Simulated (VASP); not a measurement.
Write the native input for VASP 6.6.1 that does the following.

```yaml
Task: single point
Functional: PBEsol
Potentials_or_basis: VASP PAW PBE potentials, release 64 (Y_sv)
Cutoff: 520 eV
k_mesh: 6 × 6 × 6
Occupations: gaussian, width 0.1 eV
Spin: no spin polarisation
Dipole_correction: no
Further_INCAR_settings: ALGO = Normal; EDIFF = 1e-06; NBANDS = 12
```

The structure of Y lies in POSCAR:

```
Y
1.0
    0.0000000000      2.7363175881      2.7363175881
    2.7363175881      0.0000000000      2.7363175881
    2.7363175881      2.7363175881      0.0000000000
Y
1
Direct
    0.0000000000      0.0000000000      0.0000000000
```

The input as run:

INCAR

```
SYSTEM = Y
ALGO = Normal
EDIFF = 1E-6
ENCUT = 520
GGA = PS
ISIF = 2
ISMEAR = 0
LASPH = .TRUE.
LCHARG = .FALSE.
LREAL = .FALSE.
LWAVE = .FALSE.
NBANDS = 12
NELM = 100
PREC = Accurate
SIGMA = 0.1
```

KPOINTS

```
k-points
0
G
  6 6 6
  0 0 0
```

Potentials or basis: VASP PAW PBE potentials, release 64 (Y_sv).

Command:

```bash
$ cat potpaw_PBE.64/Y_sv/POTCAR > POTCAR
$ mpirun -np 1 vasp_std > vasp.out
```

It gave:

The pressure is -7.5 GPa.

Caveat: the PAW data sets were made with another functional, which shifts forces and pressure a little.

Run time: 5.6 s on 1 thread of Intel(R) Xeon(R) 6975P-C (Granite Rapids), with other jobs on the host, peak memory 0.17 GiB.
